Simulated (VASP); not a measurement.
# LiCl (P6_3mc) in VASP: a series of runs

LiCl is run at these levels: PBEsol; tasks: single point, relaxation of cell and atoms.

All numbers are computed with VASP 6.6.1; they aren't measurements. Logs are shortened: lines on timing, memory, paths and dates and some standing lists are left out, and cuts for length are marked.

### 1 The cell of the first run

The structure is hexagonal, space group P6_3mc (No. 186). Conventional cell: a = 3.881 Å, b = 3.881 Å, c = 6.178 Å, α = 90.00°, β = 90.00°, γ = 120.00°. Li (site symmetry 3m) has 4 Cl at 2.36 Å within 3.1 Å. Cl (site symmetry 3m) has 4 Li at 2.36 Å within 3.1 Å.

### 2 Single point, PBEsol

Input file INCAR:

```
ALGO = Normal
EDIFF = 1E-6
ENCUT = 520
GGA = PS
ISIF = 2
ISMEAR = 0
LASPH = T
LCHARG = F
LREAL = F
LWAVE = F
NBANDS = 18
NELM = 60
PREC = Accurate
SIGMA = 0.02
```

Input file KPOINTS:

```
k-points
0
Gamma
  9 9 4
```

Input file POSCAR:

```
LiCl
1.0
    3.8814384449      0.0000002863      0.0000000000
   -1.9407194704      3.3614241534      0.0000000000
    0.0000000000      0.0000000000      6.1784297059
Li Cl
2 2
Direct
    0.0000000000      0.0000000000     -0.0036776927
    0.3333333333      0.6666666667      0.4963223073
    0.0000000000      0.0000000000      0.3786776927
    0.3333333333      0.6666666667      0.8786776927
```

Potentials or basis: VASP PAW PBE potentials, release 64 (Li_sv, Cl).

Run with:

```
cat potpaw_PBE.64/Li_sv/POTCAR potpaw_PBE.64/Cl/POTCAR > POTCAR
mpirun -np 1 vasp_std > vasp.out
```

OUTCAR:

```text
EDIFF = 1E-6
   ENCUT = 520
   GGA = PS
   ISIF = 2
   ISMEAR = 0
   LASPH = T
   LREAL = F
   NELM = 60
   PREC = Accurate

 ion  position               nearest neighbor table
   1  0.000  0.000  0.996-   4 2.36   4 2.36   4 2.36   3 2.36
   2  0.333  0.667  0.496-   3 2.36   3 2.36   3 2.36   4 2.36
   3  0.000  0.000  0.379-   2 2.36   2 2.36   2 2.36   1 2.36
   4  0.333  0.667  0.879-   1 2.36   1 2.36   1 2.36   2 2.36

  LATTYP: Found a hexagonal cell.
 ALAT       =     3.8814384449
 C/A-ratio  =     1.5917886612

  Lattice vectors:

 A1 = (   3.8814384449,   0.0000002863,   0.0000000000)
 A2 = (  -1.9407194704,   3.3614241534,   0.0000000000)
 A3 = (   0.0000000000,   0.0000000000,   6.1784297059)

Analysis of symmetry for initial positions (statically):
=====================================================================
 Subroutine PRICEL returns:
 Original cell was already a primitive cell.

 Routine SETGRP: Setting up the symmetry group for a
 hexagonal supercell.

 Subroutine GETGRP returns: Found 12 space group operations
 (whereof  6 operations were pure point group operations)
 out of a pool of 24 trial point group operations.

The static configuration has the point symmetry C_3v.
 The point group associated with its full space group is C_6v.

Analysis of symmetry for dynamics (positions and initial velocities):
=====================================================================
 Subroutine PRICEL returns:
 Original cell was already a primitive cell.

 Routine SETGRP: Setting up the symmetry group for a
 hexagonal supercell.

 Subroutine GETGRP returns: Found 12 space group operations
 (whereof  6 operations were pure point group operations)
 out of a pool of 24 trial point group operations.

The dynamic configuration has the point symmetry C_3v.
 The point group associated with its full space group is C_6v.

 Subroutine INISYM returns: Found 12 space group operations
 (whereof  6 operations are pure point group operations),
 and found     1 'primitive' translations

----------------------------------------------------------------------------------------

                                     Primitive cell

  volume of cell :      80.6110

  direct lattice vectors                    reciprocal lattice vectors
     3.881438445  0.000000286  0.000000000     0.257636433  0.148746490  0.000000000
    -1.940719470  3.361424153  0.000000000    -0.000000022  0.297492941  0.000000000
     0.000000000  0.000000000  6.178429706     0.000000000  0.000000000  0.161853424

  length of vectors
     3.881438445  3.881438445  6.178429706     0.297492941  0.297492941  0.161853424

  position of ions in fractional coordinates (direct lattice)
     0.000000000  0.000000000  0.996322307
     0.333333333  0.666666667  0.496322307
     0.000000000  0.000000000  0.378677693
     0.333333333  0.666666667  0.878677693

  ion indices of the primitive-cell ions
   primitive index   ion index
                 1           1
                 2           2
                 3           3
                 4           4

----------------------------------------------------------------------------------------

 KPOINTS: k-points

Automatic generation of k-mesh.
 Grid dimensions read from file:
 generate k-points for:    9    9    4

 Generating k-lattice:

  Cartesian coordinates                     Fractional coordinates (reciprocal lattice)
     0.028626270  0.016527388  0.000000000     0.111111111 -0.000000000  0.000000000
    -0.000000002  0.033054771  0.000000000     0.000000000  0.111111111  0.000000000
     0.000000000  0.000000000  0.040463356     0.000000000  0.000000000  0.250000000

  Length of vectors
     0.033054771  0.033054771  0.040463356

  Shift w.r.t. Gamma in fractional coordinates (k-lattice)
     0.000000000  0.000000000  0.000000000

 Subroutine IBZKPT returns following result:
 ===========================================

 Found     36 irreducible k-points:

 Following reciprocal coordinates:
            Coordinates               Weight
  0.000000  0.000000  0.000000      1.000000
  0.111111  0.000000  0.000000      6.000000
  0.222222 -0.000000  0.000000      6.000000
  0.333333  0.000000  0.000000      6.000000
  0.444444 -0.000000  0.000000      6.000000
  0.111111  0.111111  0.000000      6.000000
[... 16 lines left out ...]
  0.333333  0.222222  0.250000     24.000000
  0.333333  0.333333  0.250000      4.000000
 [... further k-points ...]
   k-points           NKPTS =     36   k-points in BZ     NKDIM =     36   number of bands    NBANDS=     18
   number of dos      NEDOS =    301   number of ions     NIONS =      4
   total plane-waves  NPLWV =  43200
   dimension x,y,z NGX =    30 NGY =   30 NGZ =   48
   dimension x,y,z NGXF=    60 NGYF=   60 NGZF=   96
   ions per type =               2   2
   NGX,Y,Z   is equivalent  to a cutoff of  12.85, 12.85, 12.92 a.u.
   NGXF,Y,Z  is equivalent  to a cutoff of  25.70, 25.70, 25.83 a.u.
 SYSTEM =  unknown system
   PREC   = accura    normal or accurate (medium, high low for compatibility)
   ISTART =      0    job   : 0-new  1-cont  2-samecut
   ICHARG =      2    charge: 1-file 2-atom 10-const
   ISPIN  =      1    spin polarized calculation?
   LNONCOLLINEAR =      F non collinear calculations
   LSORBIT =      F    spin-orbit coupling
   LASPH  =      T    aspherical Exc in radial PAW
   ENCUT  =  520.0 eV  38.22 Ry    6.18 a.u.   7.22  7.22 11.49*2*pi/ulx,y,z
   NELM   =     60;   NELMIN=  2; NELMDL= -5     # of ELM steps
   EDIFF  = 0.1E-05   stopping-criterion for ELM
   LREAL  =      F    real-space projection
   EDIFFG = 0.1E-04   stopping-criterion for IOM
   NSW    =      0    number of steps for IOM
   IBRION =     -1    ionic relax: 0-MD 1-quasi-New 2-CG
   NFREE  =      0    steps in history (QN), initial steepest desc. (CG)
   ISIF   =      2    stress and relaxation
   ISYM   =      2    0-nonsym 1-usesym 2-fastsym
   POTIM  = 0.5000    time-step for ionic-motion
   TEBEG  =    0.0;   TEEND  =   0.0 temperature during run
   PSTRESS=    0.0 pullay stress
   NELECT =      20.0000    total number of electrons
   NUPDOWN=      -1.0000    fix difference up-down
   EMIN   =  10.00;   EMAX   =-10.00  energy-range for DOS
   EFERMI =   0.00;   METHOD = LEGACY
   ISMEAR =     0;   SIGMA  =   0.02  broadening in eV -4-tet -1-fermi 0-gaus
   EFERMI_NEDOS =   21; number of points for ismear=-14 and -15
   IALGO  =     38    algorithm
   IMIX   =      4    mixing-type and parameters
     AMIX     =   0.40;   BMIX     =  1.00
     AMIX_MAG =   1.60;   BMIX_MAG =  1.00
  volume/ion in A,a.u.               =      20.15       136.00
  Fermi-wavevector in a.u.,A,eV,Ry     =   1.028695  1.943952 14.397877  1.058214
  Thomas-Fermi vector in A             =   2.162705
   LORBIT       =      0    0 simple, 1 ext, 2 COOP (PROOUT), +10 PAW based schemes
   GGA     = PS    functional components
   LHFCALC =     F    Hartree Fock is set to
   AEXX    =    0.0000 exact exchange contribution
   IVDW    =     0    specifies the selected vdW correction
   LEPSILON=     F    determine dielectric tensor
   LRPA    =     F    only Hartree local field effects (RPA)
 non-spin polarized calculation
 Gauss-broadening in eV      SIGMA  =   0.02
  energy-cutoff  :      520.00
  volume of cell :       80.61
 maximum number of plane-waves:      2196
 NGX is ok and might be reduce to    30

 number of electron      19.9999996 magnetization

 Free energy of the ion-electron system (eV)
  ---------------------------------------------------
  ext. energy  EPLUGINS =         0.00000000
  ---------------------------------------------------
  free energy    TOTEN  =       -15.21416326 eV

  energy without entropy =      -15.21416326  energy(sigma->0) =      -15.21416326

 E-fermi :  -0.8008     XC(G=0):  -7.9577

 val. band max:       -1.0376767941   @ k =   0.0000   0.0000   0.0000
 cond. band min:       4.8107170666   @ k =   0.0000   0.0000   0.0000
 fundamental gap:      5.8483938607
 Fermi energy:        -0.8008240015

 k-point     1 :       0.0000    0.0000    0.0000
  band No.  band energies     occupation
      1     -43.2533      2.00000
      2     -43.2514      2.00000
      3     -13.8643      2.00000
      4     -13.5167      2.00000
      5      -3.2624      2.00000
      6      -1.4958      2.00000
[... 10 lines left out ...]
     17       9.7879      0.00000
     18       9.9235      0.00000

 k-point     2 :       0.1111    0.0000    0.0000
  band No.  band energies     occupation
      1     -43.2531      2.00000
      2     -43.2513      2.00000
      3     -13.8350      2.00000
      4     -13.5047      2.00000
      5      -3.1946      2.00000
      6      -1.6871      2.00000
[... 10 lines left out ...]
     17      10.0441      0.00000
     18      10.0831      0.00000

 k-point     3 :       0.2222   -0.0000    0.0000
  band No.  band energies     occupation
      1     -43.2525      2.00000
      2     -43.2510      2.00000
      3     -13.7564      2.00000
      4     -13.4766      2.00000
      5      -3.0084      2.00000
      6      -2.1518      2.00000
[... 10 lines left out ...]
     17      10.0322      0.00000
     18      10.7009      0.00000

 k-point     4 :       0.3333    0.0000    0.0000
  band No.  band energies     occupation
      1     -43.2520      2.00000
      2     -43.2509      2.00000
      3     -13.6553      2.00000
      4     -13.4529      2.00000
      5      -2.8524      2.00000
      6      -2.5240      2.00000
[... 375 lines left out ...]
      4     -13.4709      2.00000
      5      -2.7597      2.00000
      6      -2.7280      2.00000
[... 10 lines left out ...]
     17      10.5784      0.00000
     18      11.1923      0.00000

 k-point    23 :       0.3333    0.2222    0.2500
  band No.  band energies     occupation
      1     -43.2512      2.00000
      2     -43.2509      2.00000
      3     -13.5216      2.00000
      4     -13.4663      2.00000
      5      -2.9296      2.00000
      6      -2.6538      2.00000
[... 10 lines left out ...]
     17      10.8735      0.00000
     18      11.5873      0.00000

 k-point    24 :       0.3333    0.3333    0.2500
  band No.  band energies     occupation
      1     -43.2511      2.00000
      2     -43.2511      2.00000
      3     -13.4824      2.00000
      4     -13.4824      2.00000
      5      -2.8762      2.00000
      6      -2.5476      2.00000
[... 10 lines left out ...]
     17      11.1122      0.00000
     18      11.7135      0.00000

 [... further k-points ...]
[... 5 lines left out ...]
  --------------------------------------------------------------------------------------
  -------------------------------------------------------------------------------------
  Total       -0.0156374     -0.0156374     -0.0294460      0.0000000      0.0000000      0.0000000
  in kB       -0.3107994     -0.3107994     -0.5852525      0.0000000      0.0000000      0.0000000
  external PRESSURE =      -0.4022838 kB  Pullay stress =       0.0000000 kB

 VOLUME and BASIS-vectors are now :
 -----------------------------------------------------------------------------
  energy-cutoff  :      520.00
  volume of cell :       80.61
      direct lattice vectors                 reciprocal lattice vectors
     3.881438445  0.000000286  0.000000000     0.257636433  0.148746490  0.000000000
    -1.940719470  3.361424153  0.000000000    -0.000000022  0.297492941  0.000000000
     0.000000000  0.000000000  6.178429706     0.000000000  0.000000000  0.161853424

 POSITION                                       TOTAL-FORCE (eV/Angst)
 -----------------------------------------------------------------------------------
      0.00000      0.00000      6.15571        -0.000000      0.000000     -0.001322
     -0.00000      2.24095      3.06649         0.000000     -0.000000     -0.001322
      0.00000      0.00000      2.33963         0.000000     -0.000000      0.001322
     -0.00000      2.24095      5.42885        -0.000000      0.000000      0.001322
 -----------------------------------------------------------------------------------
    total drift:                                0.000000      0.000000     -0.000170

  FREE ENERGIE OF THE ION-ELECTRON SYSTEM (eV)
  ---------------------------------------------------
  free  energy   TOTEN  =       -15.2141632563 eV

  energy  without entropy=      -15.2141632563  energy(sigma->0) =      -15.21416326
```

It took 21 s on 1 thread of Intel Xeon 6975P-C (Granite Rapids), shared host; peak memory 0.2 GiB.

Results:

```yaml
Free_energy: -15.2142 eV
Band_gap_on_the_k_mesh: 5.85 eV, direct
```

Levels at points of the mesh, in eV from the valence-band top:
```tsv
k point	band 6	band 7	band 8	band 9	band 10	band 11	band 12	band 13	band 14	band 15
(0.00, 0.00, 0.00)	-0.46	-0.46	-0.10	-0.10	0.00	5.85	8.12	9.84	9.84	10.45
(0.00, 0.00, 0.50)	-1.24	-0.28	-0.28	-0.28	-0.28	7.19	7.19	10.06	10.06	10.06
```

Caveat: the cutoff is under 1.25 times the usual one of these potentials, so pressure, stress and relaxed cells hold a basis-set (Pulay) error; the PAW data sets were made with another functional, which shifts forces and pressure a little. A hybrid or GW would open this gap; PBEsol tends to underestimate it.

### 3 Single point, PBEsol

This run uses another cell than the first one: it holds 8 atoms, not 4.

Input file INCAR:

```
SYSTEM = LiCl
PREC = Accurate
ENCUT = 520
EDIFF = 1E-6
ISMEAR = 0
SIGMA = 0.02
LREAL = .FALSE.
LASPH = .TRUE.
NELM = 80
ALGO = Normal
ISIF = 2
LWAVE = .FALSE.
LCHARG = .FALSE.
GGA = PS
NBANDS = 30
```

Input file KPOINTS:

```
regular mesh
0
G
  9 9 2
  0 0 0
```

Input file POSCAR:

```
LiCl
1.0
    3.8649328174      0.0000000000      0.0000000000
   -1.9324664087      3.3471300038      0.0000000000
    0.0000000000      0.0000000000     12.4621267272
Li Cl
4 4
Direct
    0.0000000000      0.0000000000     -0.0004487261
    0.3333333333      0.6666666667      0.2486433574
    0.6666666667      0.3333333333      0.4995512739
    0.3333333333      0.6666666667      0.7486433574
    0.0000000000      0.0000000000      0.1884421031
    0.3333333333      0.6666666667      0.4383632656
    0.6666666667      0.3333333333      0.6884421031
    0.3333333333      0.6666666667      0.9383632656
```

Potentials or basis: VASP PAW PBE potentials, release 64 (Li_sv, Cl).

Run with:

```
cat potpaw_PBE.64/Li_sv/POTCAR potpaw_PBE.64/Cl/POTCAR > POTCAR
mpirun -np 1 vasp_std > vasp.out
```

Run time: 57 s. Hardware: 1 thread of Intel Xeon 6975P-C (Granite Rapids), shared host; peak memory 0.3 GiB.

It converged, with:

```
Free energy            : -30.4084 eV
Band gap on the k mesh : 5.86 eV, direct
```

Forces in eV/Å, atoms in the order of the input:
```
Li   0.000  0.000  0.001
Li   0.000  0.000  0.000
Li   0.000  0.000  0.001
Li   0.000  0.000  0.000
Cl   0.000  0.000  0.001
Cl   0.000  0.000 -0.002
Cl   0.000  0.000  0.001
Cl   0.000  0.000 -0.002
```

Levels at points of the mesh, in eV from the valence-band top:
| k point | band 18 | band 19 | band 20 | band 21 | band 22 | band 23 |
| --- | --- | --- | --- | --- | --- | --- |
| (0.00, 0.00, 0.00) | -0.05 | -0.05 | 0.00 | 5.86 | 7.15 | 7.21 |
| (0.00, 0.00, 0.50) | -0.10 | -0.10 | -0.10 | 6.29 | 6.29 | 7.93 |

Caveat: the cutoff is under 1.25 times the usual one of these potentials, so pressure, stress and relaxed cells hold a basis-set (Pulay) error; the PAW data sets were made with another functional, which shifts forces and pressure a little.

[end of part 1 of 2]
